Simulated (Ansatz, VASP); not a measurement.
# One calculation of MnSi, two programs

```
Mn Si
1.0
     4.47069    0.00000    0.00000
     0.00000    4.47069    0.00000
     0.00000    0.00000    4.47069
Mn Si
4 4
Direct
  0.13707 0.13707 0.13707
  0.63707 0.36293 0.86293
  0.86293 0.63707 0.36293
  0.36293 0.86293 0.63707
  0.84537 0.84537 0.84537
  0.34537 0.65463 0.15463
  0.15463 0.34537 0.65463
  0.65463 0.15463 0.34537
```

Alike in both runs: functional PBEsol; k mesh 8 × 8 × 8; occupations fermi-dirac, width 0.05 eV; collinear spin.

Ansatz relaxed the structure, and its values are those at the end. VASP's run is a single point on that final structure, the one shown.

```csv
,VASP,Ansatz
version,VASP 6.6.1,Ansatz 0.2.0
potentials or method,"VASP PAW PBE potentials, release 64 (Mn_pv, Si)","scalar-relativistic, plane waves, PAW"
plane-wave cutoff (eV),500,420
valence electrons in the cell,68,76
```

Ansatz gave:

- gap on the k mesh at the Fermi level (eV): none
- pressure (GPa): 0.0
- rms of the force components (eV/Å): 0.000
- net moment per atom (μB): 0.45
- size of the moment on the site where the two differ most (μB): 0.90

Which values does VASP return?

gap on the k mesh at the Fermi level (eV): none; pressure (GPa): 0.0; rms of the force components (eV/Å): 0.007; net moment per atom (μB): 0.45; size of the moment on the site where the two differ most (μB): 0.95.

VASP's potentials were made for PBE, not for PBEsol. Site moments also hang on the region over which each program counts them. A gap of «none» marks a metal or a gap that the smearing closes. With one functional, cell and mesh, what is left measures potentials, basis and numerics. VASP's potentials hold 68 valence electrons a cell and Ansatz's 76, so a difference there can come from the potentials and not from the codes.
